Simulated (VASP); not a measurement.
# HC28 (a cell with a defect) in VASP: further runs

The runs below take HC28 (a cell with a defect) through single point, with PBE.

Everything below comes from runs of VASP 6.6.1. Logs are shortened: lines on timing, memory, paths and dates and some standing lists are left out, and cuts for length are marked.

### Step 1. The cell of the first run

The cell holds a defect, 29 atoms: a = 6.526 Å, b = 6.526 Å, c = 9.367 Å, α = 69.61°, β = 69.61°, γ = 60.00°.

### Step 2. Single point, PBE

INCAR

```
PREC = Accurate
ENCUT = 520
EDIFF = 1E-6
ISMEAR = 0
SIGMA = 0.1
LREAL = F
LASPH = T
NELM = 120
ALGO = Normal
ISIF = 2
LWAVE = F
LCHARG = F
GGA = PE
NBANDS = 76
GGA_COMPAT = F
```

KPOINTS

```
regular mesh
0
Gamma
  4 4 4
```

POSCAR

```
HC28
1.0
   -4.9330325621     -4.2721315165      0.0000000000
    1.2332581405     -6.4081972747      0.0000000000
   -1.2332581405     -3.5601095971      8.5756696909
C H
28 1
Direct
    0.7397645507      0.9519010943      0.7517348770
    0.8826146808      0.5232941319      0.7517597147
    0.4541068026      0.8090467780      0.7517711424
    0.5969859143      0.3803676796      0.7517871178
    0.1683662334      0.6662476067      0.7515443379
    0.3112040440      0.2375817480      0.7517436226
    0.0254966087      0.0947549786      0.7517548171
    0.4065499325      0.6185479301      0.7516895161
    0.5492931299      0.1899583572      0.7517605309
    0.1207116631      0.4756511415      0.7516902157
    0.2635963003      0.0471320047      0.7517256649
    0.8350242161      0.3328124387      0.7517858351
   -0.0221807985      0.9043703817      0.7516834524
    0.6921880979      0.7613948345      0.7517622801
    1.0194804399      0.0989463284      0.2464083945
    0.1649451790      0.6676633874      0.2437213740
    0.7373715910      0.9515924471      0.2464666989
    0.8785496815      0.5264944753      0.2437441127
    0.4352518140      0.7968330372      0.2875216851
    0.5900486305      0.3810394920      0.2464001152
    0.3061210258      0.2401249023      0.2436764795
    0.6911595576      0.7602255212      0.2514288770
    0.8295346763      0.3353301741      0.2458058759
    0.3986947312      0.6136605732      0.2513357064
    0.5442067313      0.1911028285      0.2457965472
    0.1182319968      0.4797902516      0.2386288271
    0.2521043895      0.0527612274      0.2513132009
    0.9737605666      0.9057580232      0.2458308302
    0.3912353362      0.7529854618      0.4191935009
```

Potentials or basis: VASP PAW PBE potentials, release 64 (C, H).

Command:

```sh
$ cat potpaw_PBE.64/C/POTCAR potpaw_PBE.64/H/POTCAR > POTCAR
$ mpirun -np 1 vasp_std > vasp.out
```

OUTCAR:

```text
PREC = Accurate
   ENCUT = 520
   EDIFF = 1E-6
   ISMEAR = 0
   LREAL = F
   LASPH = T
   NELM = 120
   ISIF = 2
   GGA = PE

 ion  position               nearest neighbor table
   1  0.740  0.952  0.752-  13 1.42   9 1.42  14 1.42
   2  0.883  0.523  0.752-  10 1.42  12 1.42  14 1.42
   3  0.454  0.809  0.752-  14 1.42  11 1.42   8 1.42
   4  0.597  0.380  0.752-  12 1.42   9 1.42   8 1.42
   5  0.168  0.666  0.752-  13 1.42  10 1.42   8 1.42
   6  0.311  0.238  0.752-  11 1.42  10 1.42   9 1.42
[... 10 lines left out ...]
  17  0.737  0.952  0.246-  22 1.41  28 1.42  25 1.44
  18  0.879  0.526  0.244-  22 1.41  26 1.42  23 1.43
  19  0.435  0.797  0.288-  29 1.13  22 1.49  24 1.49  27 1.49
  20  0.590  0.381  0.246-  24 1.41  25 1.42  23 1.44
  21  0.306  0.240  0.244-  27 1.41  26 1.42  25 1.43
  22  0.691  0.760  0.251-  18 1.41  17 1.41  19 1.49
  23  0.830  0.335  0.246-  15 1.42  18 1.43  20 1.44
  24  0.399  0.614  0.251-  16 1.41  20 1.41  19 1.49
  25  0.544  0.191  0.246-  20 1.42  21 1.43  17 1.44
  26  0.118  0.480  0.239-  18 1.42  21 1.42  16 1.42
  27  0.252  0.053  0.251-  21 1.41  15 1.41  19 1.49
  28  0.974  0.906  0.246-  17 1.42  16 1.43  15 1.44
  29  0.391  0.753  0.419-  19 1.13

  LATTYP: Found a trigonal (rhomboedric) cell.
 ALAT       =     9.3668253230
 COS(alpha) =     0.7573103951

  Lattice vectors:

 A1 = (   3.6997744216,   0.7120219194,   8.5756696909)
 A2 = (  -2.4665162810,   2.8480876776,   8.5756696909)
 A3 = (  -1.2332581405,  -3.5601095971,   8.5756696909)

Analysis of symmetry for initial positions (statically):
=====================================================================
 Subroutine PRICEL returns:
 Original cell was already a primitive cell.

 Routine SETGRP: Setting up the symmetry group for a
 trigonal (rhombohedral) supercell.

 Subroutine GETGRP returns: Found  1 space group operations
 (whereof  1 operations were pure point group operations)
 out of a pool of 12 trial point group operations.

The static configuration has the point symmetry C_1 .

Analysis of symmetry for dynamics (positions and initial velocities):
=====================================================================
 Subroutine PRICEL returns:
 Original cell was already a primitive cell.

 Routine SETGRP: Setting up the symmetry group for a
 trigonal (rhombohedral) supercell.

 Subroutine GETGRP returns: Found  1 space group operations
 (whereof  1 operations were pure point group operations)
[... 162 lines left out ...]
   ISIF   =      2    stress and relaxation
   ISYM   =      2    0-nonsym 1-usesym 2-fastsym
   POTIM  = 0.5000    time-step for ionic-motion
   TEBEG  =    0.0;   TEEND  =   0.0 temperature during run
   PSTRESS=    0.0 pullay stress
   NELECT =     113.0000    total number of electrons
   NUPDOWN=      -1.0000    fix difference up-down
   EMIN   =  10.00;   EMAX   =-10.00  energy-range for DOS
   EFERMI =   0.00;   METHOD = LEGACY
   ISMEAR =     0;   SIGMA  =   0.10  broadening in eV -4-tet -1-fermi 0-gaus
   EFERMI_NEDOS =   21; number of points for ismear=-14 and -15
   IALGO  =     38    algorithm
   IMIX   =      4    mixing-type and parameters
     AMIX     =   0.40;   BMIX     =  1.00
     AMIX_MAG =   1.60;   BMIX_MAG =  1.00
  volume/ion in A,a.u.               =      10.91        73.60
  Fermi-wavevector in a.u.,A,eV,Ry     =   1.161661  2.195221 18.360468  1.349456
  Thomas-Fermi vector in A             =   2.298231
   LORBIT       =      0    0 simple, 1 ext, 2 COOP (PROOUT), +10 PAW based schemes
   GGA     = PE    functional components
   LHFCALC =     F    Hartree Fock is set to
   AEXX    =    0.0000 exact exchange contribution
   IVDW    =     0    specifies the selected vdW correction
   LEPSILON=     F    determine dielectric tensor
   LRPA    =     F    only Hartree local field effects (RPA)
 non-spin polarized calculation
 Gauss-broadening in eV      SIGMA  =   0.10
  energy-cutoff  :      520.00
  volume of cell :      316.27
 maximum number of plane-waves:      8542
 NGX is ok and might be reduce to    50
   NGX = 25   NGY = 25   NGZ = 35

 number of electron     113.0000000 magnetization

 Free energy of the ion-electron system (eV)
  ---------------------------------------------------
  ext. energy  EPLUGINS =         0.00000000
  ---------------------------------------------------
  free energy    TOTEN  =      -260.19656337 eV

  energy without entropy =     -260.16052968  energy(sigma->0) =     -260.17854652

 E-fermi :   3.0593     XC(G=0):  -8.7510

 val. band max:        3.0148009086   @ k =   0.5000   0.5000   0.5000
 cond. band min:       3.1230744773   @ k =   0.2500   0.0000  -0.0000
 fundamental gap:      0.1082735687
 Fermi energy:         3.0593485410

 k-point     1 :       0.0000    0.0000    0.0000
  band No.  band energies     occupation
      1     -16.7765      2.00000
      2     -16.5905      2.00000
      3     -13.4868      2.00000
      4     -13.4791      2.00000
      5     -13.4760      2.00000
      6     -13.4733      2.00000
[... 1693 lines left out ...]
     67       7.8947      0.00000
     68       8.0773      0.00000

 [... further k-points ...]

 [bands above 68 left out]

------------------------ aborting loop because EDIFF is reached ----------------------------------------

  FORCE on cell =-STRESS in cart. coord.  units (eV):
  Direction    XX          YY          ZZ          XY          YZ          ZX
  --------------------------------------------------------------------------------------
  -------------------------------------------------------------------------------------
  Total        4.0986340      4.0865370      0.0724123      0.0116930      0.0101303      0.0171531
  in kB       20.7627574     20.7014767      0.3668246      0.0592339      0.0513177      0.0868937
  external PRESSURE =      13.9436862 kB  Pullay stress =       0.0000000 kB

 VOLUME and BASIS-vectors are now :
 -----------------------------------------------------------------------------
  energy-cutoff  :      520.00
  volume of cell :      316.27
      direct lattice vectors                 reciprocal lattice vectors
    -4.933032562 -4.272131517  0.000000000    -0.173755767 -0.033439313 -0.038869656
     1.233258141 -6.408197275  0.000000000     0.115837178 -0.133757252 -0.038869656
    -1.233258141 -3.560109597  8.575669691     0.000000000  0.000000000  0.116608969

 POSITION                                       TOTAL-FORCE (eV/Angst)
 -----------------------------------------------------------------------------------
     -3.40243    -11.93660      6.44663        -0.000394     -0.000181      0.000480
     -4.63572     -9.80036      6.44684        -0.000524     -0.000178      0.000439
     -2.16949     -9.80092      6.44694        -0.000423     -0.000213      0.000621
     -3.40301     -7.66432      6.44708        -0.000538     -0.000275      0.000605
     -0.93575     -7.66431      6.44500        -0.000353     -0.000055      0.000389
     -2.16927     -5.52826      6.44670        -0.000454     -0.000110      0.000533
[... 21 lines left out ...]
     -3.98973    -10.83949      2.10816        -0.002257     -0.002871     -0.000666
     -1.51832     -7.98906      3.59487         0.000654      0.000439      0.032070
 -----------------------------------------------------------------------------------
    total drift:                                0.000033     -0.000054     -0.000505

  FREE ENERGIE OF THE ION-ELECTRON SYSTEM (eV)
  ---------------------------------------------------
  free  energy   TOTEN  =      -260.1965633653 eV

  energy  without entropy=     -260.1605296808  energy(sigma->0) =     -260.17854652
```

OSZICAR:

```text
N       E                     dE             d eps       ncg     rms          rms(c)
DAV:   1     0.568906095645E+03    0.56891E+03   -0.55426E+04  5488   0.134E+03
DAV:   2    -0.218763866892E+03   -0.78767E+03   -0.74648E+03  6888   0.299E+02
DAV:   3    -0.276745656281E+03   -0.57982E+02   -0.57353E+02  6560   0.821E+01
DAV:   4    -0.278089350963E+03   -0.13437E+01   -0.13399E+01  7040   0.137E+01
DAV:   5    -0.278133699869E+03   -0.44349E-01   -0.44318E-01  7280   0.226E+00    0.237E+01
DAV:   6    -0.264672211384E+03    0.13461E+02   -0.13363E+01  6328   0.107E+01    0.139E+01
DAV:   7    -0.260103402329E+03    0.45688E+01   -0.16161E+01  6472   0.117E+01    0.384E+00
DAV:   8    -0.260189046492E+03   -0.85644E-01   -0.50696E-01  6196   0.230E+00    0.374E-01
DAV:   9    -0.260193304910E+03   -0.42584E-02   -0.27084E-02  6904   0.546E-01    0.188E-01
DAV:  10    -0.260196257940E+03   -0.29530E-02   -0.30183E-03  6168   0.217E-01    0.708E-02
DAV:  11    -0.260196510042E+03   -0.25210E-03   -0.72026E-04  6340   0.947E-02    0.299E-02
DAV:  12    -0.260196564057E+03   -0.54015E-04   -0.15229E-04  6280   0.466E-02    0.950E-03
DAV:  13    -0.260196566290E+03   -0.22329E-05   -0.14635E-05  6620   0.161E-02    0.484E-03
DAV:  14    -0.260196564687E+03    0.16029E-05   -0.41651E-06  5912   0.853E-03    0.221E-03
DAV:  15    -0.260196563455E+03    0.12322E-05   -0.16636E-06  4996   0.539E-03    0.134E-03
DAV:  16    -0.260196563365E+03    0.89841E-07   -0.72183E-07  4128   0.368E-03
   1 F= -.26019656E+03 E0= -.26017855E+03  d E =-.360337E-01
```

stdout:

```text
POSCAR found type information on POSCAR C H
 POSCAR found :  2 types and      29 ions
 scaLAPACK will be used
 -----------------------------------------------------------------------------
|                                                                             |
|                                                                             |
|     You have a (more or less) 'large supercell' and for larger cells it     |
|     might be more efficient to use real-space projection operators.         |
|     Therefore, try LREAL= Auto in the INCAR file.                           |
|     Mind: For very accurate calculation, you might also keep the            |
|     reciprocal projection scheme (i.e. LREAL=.FALSE.).                      |
|                                                                             |
 -----------------------------------------------------------------------------

 LDA part: xc-table for (Slater+PW92), standard interpolation
 POSCAR, INCAR and KPOINTS ok, starting setup
 FFT: planning ... GRIDC
 FFT: planning ... GRID_SOFT
 FFT: planning ... GRID
 WAVECAR not read
 entering main loop
```

Wall time 11 min (1 thread of AMD EPYC 9R45 (Zen 5), shared host); peak memory 0.76 GiB.

Results:

- Free energy: -260.1966 eV
- Pressure: 1.4 GPa
- Largest force: 0.032 eV/Å
- Band gap on the k mesh: zero (an odd number of electrons rules out a gap without spin polarisation)

Forces in eV/Å, atoms in the order of the input:
```
C    0.000  0.000  0.000
C   -0.001  0.000  0.000
C    0.000  0.000  0.001
C   -0.001  0.000  0.001
C    0.000  0.000  0.000
C    0.000  0.000  0.001
C    0.000  0.000  0.001
C    0.000  0.000  0.000
C    0.000  0.000  0.001
C    0.000  0.000  0.000
C   -0.001  0.000  0.001
C    0.000  0.000  0.000
C    0.000  0.000  0.000
C    0.000  0.000  0.000
C    0.001  0.006 -0.002
C    0.004 -0.001 -0.002
C    0.004 -0.003 -0.002
C   -0.001  0.004 -0.002
C    0.000  0.000 -0.013
C   -0.004 -0.002 -0.002
C   -0.002 -0.002 -0.002
C    0.010  0.005 -0.003
C    0.004  0.000 -0.001
C    0.000 -0.010 -0.003
C   -0.001  0.004 -0.001
C    0.000  0.000 -0.003
C   -0.008  0.005 -0.003
C   -0.002 -0.003 -0.001
H    0.001  0.000  0.032
```

Stress tensor (GPa, compression positive):
```
2.08 0.01 0.01
0.01 2.07 0.01
0.01 0.01 0.04
```

### Step 3. Single point, PBE

INCAR

```
SYSTEM = HC28
ALGO = Normal
EDIFF = 1E-6
ENCUT = 520
GGA = PE
GGA_COMPAT = .False.
ISIF = 2
ISMEAR = 0
LASPH = .True.
LCHARG = .False.
LREAL = .False.
LWAVE = .False.
NBANDS = 76
NELM = 120
PREC = Accurate
SIGMA = 0.1
```

KPOINTS

```
k-points
0
Gamma
  4 4 4
  0 0 0
```

POSCAR

```
HC28
1.0
   -4.9330325621     -4.2721315165      0.0000000000
    1.2332581405     -6.4081972747      0.0000000000
   -1.2332581405     -3.5601095971      8.5756696909
C H
28 1
Direct
    0.7367925409      0.9492301928      0.7611993273
    0.8812646405      0.5232625449      0.7539975574
    0.4563299684      0.8153592421      0.7484919815
    0.6029195988      0.3762597940      0.7485143705
    0.1638661097      0.6687942378      0.7484005601
    0.3108176993      0.2379164964      0.7540324235
    0.0254891359      0.0936903817      0.7540227449
    0.4197718688      0.6321871202      0.7123071690
    0.5489043988      0.1888951498      0.7561516749
    0.1176531740      0.4774277573      0.7533627382
    0.2649758153      0.0479802379      0.7534283890
    0.8355441844      0.3300746829      0.7534194101
   -0.0235253025      0.9025245291      0.7560848579
    0.6900790208      0.7613577887      0.7561064306
    1.0213940784      0.0957072999      0.2484001923
    0.1642306214      0.6671254507      0.2484231642
    0.7357070834      0.9528686693      0.2484946455
    0.8785985414      0.5241501629      0.2485012922
    0.4498695805      0.8099728478      0.2484932462
    0.5928225118      0.3813872605      0.2484598961
    0.3071256865      0.2385615028      0.2484247968
    0.6880539478      0.7622737504      0.2486371417
    0.8309215267      0.3337644786      0.2484312102
    0.4023119828      0.6194730716      0.2484136023
    0.5452143375      0.1909377660      0.2484422881
    0.1166527720      0.4766189413      0.2484518500
    0.2594319039      0.0481528194      0.2483979767
    0.9738031357      0.9052261298      0.2484264293
    0.4638003046      0.6760397829      0.5806177453
```

Potentials or basis: VASP PAW PBE potentials, release 64 (C, H).

Command:

```sh
$ cat potpaw_PBE.64/C/POTCAR potpaw_PBE.64/H/POTCAR > POTCAR
$ mpirun -np 1 vasp_std > vasp.out
```

Run time: 11 min. Hardware: 1 thread of AMD EPYC 9R45 (Zen 5), shared host; peak memory 0.76 GiB.

The run converged. Its results:

- Free energy: -260.1965 eV
- Pressure: 1.4 GPa
- Largest force: 0.028 eV/Å
- Band gap on the k mesh: zero (an odd number of electrons rules out a gap without spin polarisation)

Forces in eV/Å, atoms in the order of the input:
```
C    0.000  0.000  0.003
C    0.002  0.003  0.001
C    0.000  0.010  0.003
C    0.008 -0.006  0.002
C   -0.010 -0.005  0.003
C    0.001 -0.004  0.001
C   -0.004  0.001  0.001
C    0.000  0.000  0.010
C    0.003  0.003  0.002
C   -0.004  0.003  0.002
C    0.004  0.002  0.002
C   -0.001 -0.006  0.002
C    0.001 -0.004  0.002
C   -0.004  0.001  0.002
C    0.000  0.000 -0.001
C    0.000  0.000 -0.001
C    0.000  0.000  0.000
C    0.000  0.000  0.000
C    0.000  0.000  0.000
C    0.001  0.000 -0.001
C    0.000  0.000  0.000
C    0.000  0.000  0.000
C    0.000  0.000 -0.001
C    0.000  0.000 -0.001
C    0.000  0.000 -0.001
C    0.000  0.000 -0.001
C    0.001  0.000 -0.001
C    0.000  0.000 -0.001
H    0.000  0.000 -0.028
```

Stress tensor (GPa, compression positive):
```
2.08 0.01 0.01
0.01 2.07 0.01
0.01 0.01 0.04
```

Levels at points of the mesh, in eV from the Fermi level:
```
           k point  band 53  band 54  band 55  band 56  band 57  band 58  band 59  band 60  band 61  band 62
(0.00, 0.00, 0.00)    -3.36    -3.36    -3.01    -3.01     0.21     2.92     3.60     3.61     3.62     3.63
(0.50, 0.00, 0.00)    -2.20    -1.96    -1.90    -1.68    -0.05     1.12     1.15     1.25     1.38     1.61
(0.00, 0.50, 0.00)    -2.20    -1.96    -1.90    -1.68    -0.05     1.13     1.15     1.25     1.37     1.61
(0.50, 0.50, 0.50)    -2.22    -1.96    -1.90    -1.68    -0.04     1.13     1.14     1.36     1.38     1.51
(0.50, 0.50, 0.00)    -2.21    -1.95    -1.90    -1.69    -0.05     1.11     1.13     1.31     1.40     1.55
(0.00, 0.50, 0.50)    -2.21    -1.95    -1.90    -1.69    -0.05     1.09     1.13     1.35     1.42     1.51
(0.50, 0.00, 0.50)    -2.20    -1.93    -1.92    -1.72    -0.05     1.11     1.15     1.35     1.40     1.50
(0.00, 0.00, 0.50)    -3.36    -3.36    -3.00    -3.00     0.23     3.64     3.64     3.66     3.67     3.67
```
